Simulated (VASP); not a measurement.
Wanted: the native input for a VASP 6.6.1 run.

| Property | Result |
| --- | --- |
| Task | single point |
| Functional | PBE |
| Potentials or basis | VASP PAW PBE potentials, release 64 (Nb_sv, Tl_d) |
| Cutoff | 520 eV |
| k mesh | 6 × 6 × 6 |
| Occupations | fermi-dirac, width 0.1 eV |
| Spin | no spin polarisation |
| Dipole correction | no |
| Further INCAR settings | ALGO = Normal; EDIFF = 1e-06; NBANDS = 62 |

The structure of Nb3Tl lies in POSCAR:

```
Nb3Tl
1.0
    5.3480424009      0.0000000000      0.0000000000
    0.0000000000      5.3480424009      0.0000000000
    0.0000000000      0.0000000000      5.3480424009
Nb Tl
6 2
Direct
    0.2500000000      0.0000000000      0.5000000000
    0.5000000000      0.7500000000      0.0000000000
    0.7500000000      0.0000000000      0.5000000000
    0.5000000000      0.2500000000      0.0000000000
    0.0000000000      0.5000000000      0.7500000000
    0.0000000000      0.5000000000      0.2500000000
    0.0000000000      0.0000000000      0.0000000000
    0.5000000000      0.5000000000      0.5000000000
```

The input as run:

INCAR

```
PREC = Accurate
ENCUT = 520
EDIFF = 1E-6
ISMEAR = -1
SIGMA = 0.1
LREAL = False
LASPH = True
NELM = 100
ALGO = Normal
ISIF = 2
LWAVE = False
LCHARG = False
GGA = PE
NBANDS = 62
```

KPOINTS

```
regular mesh
0
Gamma
  6 6 6
```

Potentials or basis: VASP PAW PBE potentials, release 64 (Nb_sv, Tl_d).

Command:

```console
$ cat potpaw_PBE.64/Nb_sv/POTCAR potpaw_PBE.64/Tl_d/POTCAR > POTCAR
$ mpirun -np 1 vasp_std > vasp.out
```

Results of the run:

* Pressure: -0.3 GPa
* Band gap on the k mesh: zero (bands 52 and 53 overlap by 0.64 eV)

Caveat: spin-orbit coupling is left out, which moves the levels of the heavy elements.

Run time: 110 s on 1 thread of AMD EPYC 9R45 96-Core Processor (Zen 5), on a shared host, peak memory 0.29 GiB.
